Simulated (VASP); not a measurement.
Input of a VASP 6.6.1 run:

The input INCAR:

```
PREC = Accurate
ENCUT = 550
EDIFF = 1E-7
ISMEAR = 0
SIGMA = 0.1
LREAL = False
LASPH = True
NELM = 120
ALGO = Normal
ISIF = 3
LWAVE = False
LCHARG = False
GGA = PS
IBRION = 2
NSW = 80
EDIFFG = -0.05
GGA_COMPAT = False
NELMIN = 4
```

File KPOINTS:

```
Automatic mesh
0
Gamma
  12 12 4
```

POSCAR

```
Hg
1.0
    2.7757455596      0.0000000000      0.0000000000
   -1.3878727798      2.4038661691      0.0000000000
    0.0000000000      0.0000000000      5.2892916390
Hg
2
Direct
    0.3333333333      0.6666666667      0.2500000000
    0.6666666667      0.3333333333      0.7500000000
```

Potentials or basis: VASP PAW PBE potentials, release 64 (Hg_sv_GW).

Command:

```console
$ cat potpaw_PBE.64/Hg_sv_GW/POTCAR > POTCAR
$ mpirun -np 1 vasp_std > vasp.out
```

(1) Predict the band gap on the k mesh.

(2) Estimate the space group after relaxing (to 0.1 Å).

Results:

(1) zero (bands 20 and 21 overlap by 2.68 eV).

(2) P6_3/mmc (No. 194).

Caveat: spin-orbit coupling is left out, which moves the levels of the heavy elements.
